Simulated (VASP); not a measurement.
Runs of VASP 6.6.1 on WC. The structure is that of space group P-6m2 (No. 187), or close to it. The cells are those of the table. 

```tsv
task	cell	gap on the mesh (eV)	pressure (GPa)
single point	a = 2.930, b = 2.930, c = 2.851 Å, angles 90.0, 90.0, 120.0°, 2 atoms	none	-10.2
single point	a = 2.960, b = 2.960, c = 2.873 Å, angles 90.0, 90.0, 120.0°, 2 atoms	none	(a)
single point	a = 2.834, b = 2.834, c = 2.780 Å, angles 90.0, 90.0, 120.0°, 2 atoms	none	30.3
relaxation of shape and atoms at fixed volume	relaxed from a = 2.837, b = 2.837, c = 2.775 Å, angles 90.0, 90.0, 120.0°, 2 atoms	none	30.3
relaxation of shape and atoms at fixed volume	relaxed from a = 2.869, b = 2.869, c = 2.799 Å, angles 90.0, 90.0, 120.0°, 2 atoms	none	14.6
single point	a = 2.867, b = 2.867, c = 2.804 Å, angles 90.0, 90.0, 120.0°, 2 atoms	none	14.6
```

Alike in all rows: level PBEsol; potentials or basis VASP PAW PBE potentials, release 64 (W_sv, C); no spin polarisation; k mesh 18 × 18 × 14; smearing gaussian 0.1 eV.

Task: Estimate the missing entries.

Result: (a) -20.0.

Caveats: the PAW data sets were made with another functional, which shifts forces and pressure a little; spin-orbit coupling is left out, which moves the levels of the heavy elements; the cell stands under tension (at least some runs); the cell stands under pressure (at least some runs).

A k mesh can miss the band edges, and the runs leave out spin-orbit coupling on W.

A gap of «none» marks levels without a gap at the run's occupations.
